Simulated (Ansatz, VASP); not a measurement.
Ir: VASP beside Ansatz

The input INCAR:

```
PREC = Accurate ; ENCUT = 520
EDIFF = 1E-6 ; ISMEAR = 0
SIGMA = 0.15 ; LREAL = False
LASPH = True ; NELM = 60
ALGO = Fast ; ISIF = 2
LWAVE = False ; LCHARG = False
GGA = PE ; NBANDS = 10
```

Contents of KPOINTS:

```
Automatic mesh
0
Gamma
  26 26 26
```

The input POSCAR:

```
Ir
1.0
   -0.0193532849      1.9353284930      1.9353284930
    1.9353284930     -0.0193532849      1.9353284930
    1.9159752081      1.9159752081      0.0000000000
Ir
1
Direct
    0.0000000000      0.0000000000      0.0000000000
```

Input for Ansatz:

```yaml
crystal:
  lattice:
    - [-0.0193532849, 1.935328493, 1.935328493]
    - [1.935328493, -0.0193532849, 1.935328493]
    - [1.9159752081, 1.9159752081, 0.0]
  atoms:
    - { symbol: Ir, position: [0.0, 0.0, 0.0] }
basis:
  ecutwfc: 420
kpoints:
  mp_grid: { grid: [26, 26, 26] }
hamiltonian:
  xc: pbe
scf:
  occupations: { method: gaussian, width: 0.15 }
output:
  forces: true
  stress: true
  eigenvalues: true
```

Change from the starting cell: strain -0.0200 x Voigt [0, 0, 0, 0, 0, 1], atoms carried along.

Alike in both runs: task single point; functional PBE; k mesh 26 × 26 × 26; occupations gaussian, width 0.15 eV; no spin polarisation.

|  | VASP | Ansatz |
| --- | --- | --- |
| version | VASP 6.6.1 | Ansatz 0.2.0 |
| potentials or method | VASP PAW PBE potentials, release 64 (Ir), cutoff 520 eV | scalar-relativistic, plane waves, PAW |
| valence electrons in the cell | 9 | 17 |

Ansatz gave:

```
gap on the k mesh at the Fermi level (eV)                     : none
pressure (GPa)                                                : 0.2
traceless stress, the component that is largest in VASP (GPa) : 5.19
```

Task: Estimate VASP's values.

Result: gap on the k mesh at the Fermi level (eV): none; pressure (GPa): 0.6; traceless stress, the component that is largest in VASP (GPa): 5.18.

A gap of «none» marks a metal or a gap that the smearing closes. VASP's potentials hold 9 valence electrons a cell and Ansatz's 17, so a difference there can come from the potentials and not from the codes.

Spin-orbit coupling is off throughout.
